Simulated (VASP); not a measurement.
A run of VASP 6.6.1 is set up as follows.

The input INCAR:

```
SYSTEM = PbS
ALGO = Normal ; EDIFF = 1E-6
ENCUT = 500 ; GGA = PS
GGA_COMPAT = .False. ; ISIF = 2
ISMEAR = 0 ; LASPH = .True.
LCHARG = .False. ; LREAL = .False.
LWAVE = .False. ; NBANDS = 17
NELM = 120 ; PREC = Accurate
SIGMA = 0.01
```

Contents of KPOINTS:

```
k-points
0
Gamma
  5 5 5
  0 0 0
```

File POSCAR:

```
PbS
1.0
    4.0896980000      0.0000000000      0.0000000000
   -2.0448490000      3.5417823618      0.0000000000
    0.0000000000      0.0000000000      3.7881670000
Pb S
1 1
Direct
    0.0000000000      0.0000000000      0.0000000000
    0.6666670000      0.3333330000      0.5000000000
```

Potentials or basis: VASP PAW PBE potentials, release 64 (Pb_d, S).

Command:

```bash
$ cat potpaw_PBE.64/Pb_d/POTCAR potpaw_PBE.64/S/POTCAR > POTCAR
$ mpirun -np 1 vasp_std > vasp.out
```

Q: Predict the band gap on the k mesh.

A: 0.91 eV, indirect (least direct gap 2.09 eV).

Q: Predict the pressure.

A: -2.8 GPa.

Stress tensor (GPa, compression positive):
```
-2.71  0.00  0.00
 0.00 -2.71  0.00
 0.00  0.00 -2.96
```

Caveat: the PAW data sets were made with another functional, which shifts forces and pressure a little; spin-orbit coupling is left out, which moves the levels of the heavy elements. A k mesh can miss the band edges.
